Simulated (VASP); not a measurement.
RbTi (CsCl type), 2 atoms in the cell. It takes space group Pm-3m (No. 221, cubic). The conventional cell has a = 3.952 Å, b = 3.952 Å, c = 3.952 Å, α = 90.00°, β = 90.00°, γ = 90.00°. Within 4.5 Å of Rb (site symmetry m-3m) lie 8 Ti at 3.42 Å and 6 Rb at 3.95 Å. Ti (site symmetry m-3m) has 8 Rb at 3.42 Å and 6 Ti at 3.95 Å within 4.5 Å. 

* Program: VASP 6.6.1
* Task: electric field gradients
* Functional: PBEsol
* Potentials or basis: VASP PAW PBE potentials, release 64 (Rb_sv, Ti_sv)
* Cutoff: 520 eV
* k mesh: 10 × 10 × 10
* Occupations: tetrahedron
* Spin: no spin polarisation
* Dipole correction: no
* Further INCAR settings: ALGO = Normal; EDIFF = 1e-08; NBANDS = 18

Potentials or basis: VASP PAW PBE potentials, release 64 (Rb_sv, Ti_sv).

Launch:

```console
$ cat potpaw_PBE.64/Rb_sv/POTCAR potpaw_PBE.64/Ti_sv/POTCAR > POTCAR
$ mpirun -np 1 vasp_std > vasp.out
```

Hardware: 1 thread of Intel(R) Xeon(R) Platinum 8559C (Emerald Rapids), on a shared host.

Estimate the wall time of this run.

It took 37 s on 1 thread of Intel(R) Xeon(R) Platinum 8559C (Emerald Rapids), with other jobs on the host, peak memory 0.2 GiB. Counts: scf iterations 17, k points 56.
